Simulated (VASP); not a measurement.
# Ti (Fm-3m) in VASP: a series of runs, part 2 of 2

VASP 6.6.1. Earlier steps stand in the parts before.

**5. Single point, PBEsol**

This run uses another cell than the first one: it holds 2 atoms, not 1.

INCAR reads:

```
SYSTEM = Ti
ALGO = Fast ; EDIFF = 1E-6
ENCUT = 520 ; GGA = PS
ISIF = 2 ; ISMEAR = 0
LASPH = .TRUE. ; LCHARG = .FALSE.
LREAL = .FALSE. ; LWAVE = .FALSE.
NBANDS = 19 ; NELM = 80
PREC = Accurate ; SIGMA = 0.15
```

KPOINTS reads:

```
k-points
0
G
  24 24 24
  0 0 0
```

POSCAR reads:

```
Ti
1.0
    0.0000000000     -2.0279211515     -2.0279211515
   -2.0279211515      0.0000000000     -2.0279211515
    2.0279211515      2.0279211515     -4.0558423031
Ti
2
Direct
    0.5000000000      0.5000000000      0.5000000000
    0.0000000000      0.0000000000      0.0000000000
```

Potentials or basis: VASP PAW PBE potentials, release 64 (Ti_sv).

Command:

```console
$ cat potpaw_PBE.64/Ti_sv/POTCAR > POTCAR
$ mpirun -np 1 vasp_std > vasp.out
```

OUTCAR:

```text
SYSTEM = Ti
   EDIFF = 1E-6
   ENCUT = 520
   GGA = PS
   ISIF = 2
   ISMEAR = 0
   LASPH = .TRUE.
   LREAL = .FALSE.
   NELM = 80
   PREC = Accurate

 ion  position               nearest neighbor table
   1  0.500  0.500  0.500-   2 2.87   2 2.87   2 2.87   2 2.87   2 2.87   2 2.87
   2  0.000  0.000  0.000-   1 2.87   1 2.87   1 2.87   1 2.87   1 2.87   1 2.87

  LATTYP: Found a trigonal (rhomboedric) cell.
 ALAT       =     4.9673720598
 COS(alpha) =     0.8333333333

  Lattice vectors:

 A1 = (   2.0279211515,   4.0558423030,  -2.0279211516)
 A2 = (   4.0558423030,   2.0279211515,  -2.0279211516)
 A3 = (   2.0279211515,   2.0279211515,  -4.0558423031)

Analysis of symmetry for initial positions (statically):
=====================================================================
 Subroutine PRICEL returns following result:

  LATTYP: Found a face centered cubic cell.
 ALAT       =     4.0558423031

  Lattice vectors:
[... 180 lines left out ...]
  ext. energy  EPLUGINS =         0.00000000
  ---------------------------------------------------
  free energy    TOTEN  =       -16.58554369 eV

  energy without entropy =      -16.54804951  energy(sigma->0) =      -16.56679660

 E-fermi :   8.5301     XC(G=0): -11.8309

 val. band max:        8.5283902150   @ k =  -0.4167   0.2917  -0.0000
 cond. band min:       8.5303033424   @ k =   0.2917   0.2500   0.0833
 fundamental gap:      0.0019131274
 Fermi energy:         8.5301308421

 k-point     1 :       0.0000    0.0000    0.0000
  band No.  band energies     occupation
      1     -47.8817      2.00000
      2     -47.7348      2.00000
      3     -24.5581      2.00000
      4     -23.8834      2.00000
      5     -23.8834      2.00000
      6     -23.7851      2.00000
[... 505 lines left out ...]
      6     -24.0293      2.00000
[... 11 lines left out ...]
     18      12.2173      0.00000
     19      12.8666      0.00000

 [... further k-points ...]

------------------------ aborting loop because EDIFF is reached ----------------------------------------

  FORCE on cell =-STRESS in cart. coord.  units (eV):
  Direction    XX          YY          ZZ          XY          YZ          ZX
  --------------------------------------------------------------------------------------
  -------------------------------------------------------------------------------------
  Total       -0.0877199     -0.0877199     -0.0877199     -0.0003444      0.0003444      0.0003444
  in kB       -4.2130381     -4.2130381     -4.2130381     -0.0165426      0.0165426      0.0165426
  external PRESSURE =      -4.2130381 kB  Pullay stress =       0.0000000 kB

 VOLUME and BASIS-vectors are now :
 -----------------------------------------------------------------------------
  energy-cutoff  :      520.00
  volume of cell :       33.36
      direct lattice vectors                 reciprocal lattice vectors
     0.000000000 -2.027921152 -2.027921152     0.123278955 -0.369836864 -0.123278955
    -2.027921152  0.000000000 -2.027921152    -0.369836864  0.123278955 -0.123278955
     2.027921152  2.027921152 -4.055842303     0.123278955  0.123278955 -0.123278955

 POSITION                                       TOTAL-FORCE (eV/Angst)
 -----------------------------------------------------------------------------------
      0.00000      0.00000     -4.05584         0.000000      0.000000      0.000000
      0.00000      0.00000      0.00000        -0.000000     -0.000000     -0.000000
 -----------------------------------------------------------------------------------
    total drift:                               -0.000000      0.000000      0.000000

  FREE ENERGIE OF THE ION-ELECTRON SYSTEM (eV)
  ---------------------------------------------------
  free  energy   TOTEN  =       -16.5855436945 eV

  energy  without entropy=      -16.5480495131  energy(sigma->0) =      -16.56679660
```

stdout:

```text
POSCAR found type information on POSCAR Ti
 POSCAR found :  1 types and       2 ions
 scaLAPACK will be used
 -----------------------------------------------------------------------------
|                                                                             |
|                                                                             |
|     You enforced a specific xc type in the INCAR file but a different       |
[... 50 lines left out ...]
WARNING in EDDRMM: call to ZHEGV failed, returncode =   8  4      9
WARNING in EDDRMM: call to ZHEGV failed, returncode =   8  4      9
WARNING in EDDRMM: call to ZHEGV failed, returncode =   8  4     10
WARNING in EDDRMM: call to ZHEGV failed, returncode =   6  3      3
WARNING in EDDRMM: call to ZHEGV failed, returncode =   8  4     16
WARNING in EDDRMM: call to ZHEGV failed, returncode =   6  3      4
WARNING in EDDRMM: call to ZHEGV failed, returncode =   6  3     11
```

It took 24 min on 1 thread of Intel Xeon Platinum 8488C (Sapphire Rapids), shared host; peak memory 0.73 GiB.

Results:

```yaml
Free_energy: -16.5855 eV
Pressure: -0.4 GPa
Band_gap_on_the_k_mesh: zero (band 12 reaches 9.35 eV, above the bottom of band 13 at 8.09 eV)
```

Levels at points of the mesh, in eV from the Fermi level:
```tsv
k point	band 8	band 9	band 10	band 11	band 12	band 13	band 14	band 15	band 16	band 17
(0.00, 0.00, 0.00)	-32.32	-6.19	-2.69	0.75	0.77	0.77	0.90	0.90	0.90	2.62
(0.50, 0.00, 0.00)	-32.50	-1.92	-1.92	-1.05	-1.05	0.43	0.43	2.05	2.05	3.86
(0.50, 0.50, 0.00)	-32.41	-2.73	-2.69	-1.83	0.75	0.77	0.77	3.03	3.75	3.77
(0.00, 0.00, 0.50)	-32.36	-4.35	-4.35	0.07	0.07	1.17	1.17	1.17	1.17	2.70
```

Caveat: the PAW data sets were made with another functional, which shifts forces and pressure a little.

**6. The runs side by side**

| cell | k mesh | smearing | gap on the mesh (eV) | pressure (GPa) |
| --- | --- | --- | --- | --- |
| a = 2.839 Å, angles 60.0°, 1 atom | 18 × 18 × 18 | gaussian 0.1 eV | none | 3.3 |
| a = 2.896 Å, angles 60.0°, 1 atom | 18 × 18 × 18 | gaussian 0.1 eV | none | -3.5 |
| a = 2.924 Å, angles 60.0°, 1 atom | 18 × 18 × 18 | gaussian 0.1 eV | none | -6.2 |
| a = 2.868, b = 2.868, c = 4.967 Å, angles 73.2, 73.2, 60.0°, 2 atoms | 24 × 24 × 24 | gaussian 0.15 eV | none | -0.4 |

Alike in all rows: task single point; level PBEsol; potentials or basis VASP PAW PBE potentials, release 64 (Ti_sv); no spin polarisation; cutoff (eV) 520.

Caveats: the PAW data sets were made with another functional, which shifts forces and pressure a little.

Total energies depend on the potentials used, so only differences within one code and one set of settings carry meaning.
